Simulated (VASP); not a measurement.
## WSe2: single point with PBE

**What was measured.**

“Time-resolved XUV ARPES with tunable 24–33 eV laser pulses at 30 meV resolution”, 2019, pmc:6684652 reports, for a bulk crystal of WSe2: band gap 1.3 eV (indirect).

The system is WSe2.

```
CELL_PARAMETERS angstrom
3.32096 0.00000 0.00000
-1.66048 2.87604 0.00000
0.00000 0.00000 15.20218
ATOMIC_POSITIONS crystal
W 0.33333 0.66667 0.25000
W 0.66667 0.33333 0.75000
Se 0.33333 0.66667 0.63962
Se 0.66667 0.33333 0.13962
Se 0.33333 0.66667 0.86038
Se 0.66667 0.33333 0.36038
```

```
Program             : VASP 6.6.1
Task                : single point
Functional          : PBE
Potentials or basis : VASP PAW PBE potentials, release 64 (W_sv, Se)
Cutoff              : 520 eV
k mesh              : 9 × 9 × 2
Occupations         : gaussian, width 0.02 eV
Spin                : no spin polarisation
```

```yaml
Pressure: 0.3 GPa
Largest_force: 0.047 eV/Å
Band_gap_on_the_k_mesh: 1.52 eV, direct
```

Forces in eV/Å, atoms in the order of the input:
```
W    0.000  0.000  0.000
W    0.000  0.000  0.000
Se   0.000  0.000 -0.047
Se   0.000  0.000 -0.047
Se   0.000  0.000  0.047
Se   0.000  0.000  0.047
```

Stress tensor (GPa, compression positive):
```
0.21 0.00 0.00
0.00 0.21 0.00
0.00 0.00 0.34
```

Levels at points of the mesh, in eV from the valence-band top:
| k point | band 24 | band 25 | band 26 | band 27 | band 28 | band 29 |
| --- | --- | --- | --- | --- | --- | --- |
| (0.00, 0.00, 0.00) | -1.25 | -0.56 | -0.09 | 2.87 | 2.87 | 2.88 |
| (0.00, 0.00, 0.50) | -1.26 | -0.27 | -0.27 | 2.87 | 2.87 | 2.87 |

Run time: 81 s on 1 thread of Intel(R) Xeon(R) 6975P-C (Granite Rapids), on a shared host, peak memory 0.34 GiB.

A measured gap of WSe2 is 1.3 eV (indirect; “Time-resolved XUV ARPES with tunable 24–33 eV laser pulses at 30 meV resolution”, 2019, pmc:6684652); the calculated 1.52 eV misses it by +0.22 eV. Spin-orbit coupling on Se, W is left out. The value is that of PBE on a finite k mesh, which can miss the band edges, without temperature or zero-point motion.

Caveat: spin-orbit coupling is left out, which moves the levels of the heavy elements; this functional lacks dispersion, which binds the layers, so the pressure and a relaxed spacing across them are unreliable.
